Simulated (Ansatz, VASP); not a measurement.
# MgSnSb2 in VASP and in Ansatz

The input INCAR:

```
SYSTEM = MgSnSb2
  ALGO = Normal
  EDIFF = 1E-6
  ENCUT = 520
  GGA = PE
  ISIF = 2
  ISMEAR = -1
  LASPH = .TRUE.
  LCHARG = .FALSE.
  LREAL = .FALSE.
  LWAVE = .FALSE.
  NBANDS = 21
  NELM = 60
  PREC = Accurate
  SIGMA = 0.02
```

KPOINTS

```
k-points
0
G
  6 6 4
  0 0 0
```

File POSCAR:

```
MgSnSb2
1.0
    4.8305046669      0.0000000000      0.0000000000
    0.0000000000      4.8305046669      0.0000000000
    0.0000000000      0.0000000000      6.5552383774
Mg Sb Sn
1 2 1
Direct
    0.0000000000      0.0000000000      0.0000000000
    0.0000000000      0.5000000000      0.2424345103
    0.5000000000      0.0000000000      0.7575654897
    0.5000000000      0.5000000000      0.5000000000
```

Input for Ansatz:

```yaml
crystal:
  lattice:
    - [4.8305046669, 0.0, 0.0]
    - [0.0, 4.8305046669, 0.0]
    - [0.0, 0.0, 6.5552383774]
  atoms:
    - { symbol: Mg, position: [0.0, 0.0, 0.0] }
    - { symbol: Sb, position: [0.0, 0.5, 0.2424345103] }
    - { symbol: Sn, position: [0.5, 0.5, 0.5] }
    - { symbol: Sb, position: [0.5, 0.0, 0.7575654897] }
kpoints:
  mp_grid: { grid: [6, 6, 4] }
  band_path:
    path:
      - [0.0, 0.0, 0.0]
      - [0.0, 0.5, 0.0]
      - [0.5, 0.5, 0.0]
      - [0.0, 0.0, 0.5]
      - [0.0, 0.5, 0.5]
      - [0.5, 0.5, 0.5]
    npoints: 1
hamiltonian:
  xc: pbe
scf:
  occupations: { method: fermi_dirac, width: 0.02 }
  n_extra_bands: 5
output:
  forces: true
  stress: true
  eigenvalues: true
```

Change from the starting cell: biaxial_xy strain +5.0%.

Alike in both runs: task single point; functional PBE; k mesh 6 × 6 × 4; occupations fermi-dirac, width 0.02 eV; no spin polarisation.

|  | VASP | Ansatz |
| --- | --- | --- |
| version | VASP 6.6.1 | Ansatz 0.2.0 |
| potentials or method | VASP PAW PBE potentials, release 64 (Mg, Sb, Sn_d) | plane waves, PAW |
| plane-wave cutoff (eV) | 520 | 420 |
| valence electrons in the cell | 26 | 54 |

```tsv
	VASP	Ansatz	Ansatz less VASP
pressure (GPa)	-2.0	-2.0	-0.01
rms of the force components (eV/Å)	0.038	0.035	-0.0033
```

With one functional, cell and mesh, what is left measures potentials, basis and numerics. VASP's potentials hold 26 valence electrons a cell and Ansatz's 54, so a difference there can come from the potentials and not from the codes.

Spin-orbit coupling is off throughout.
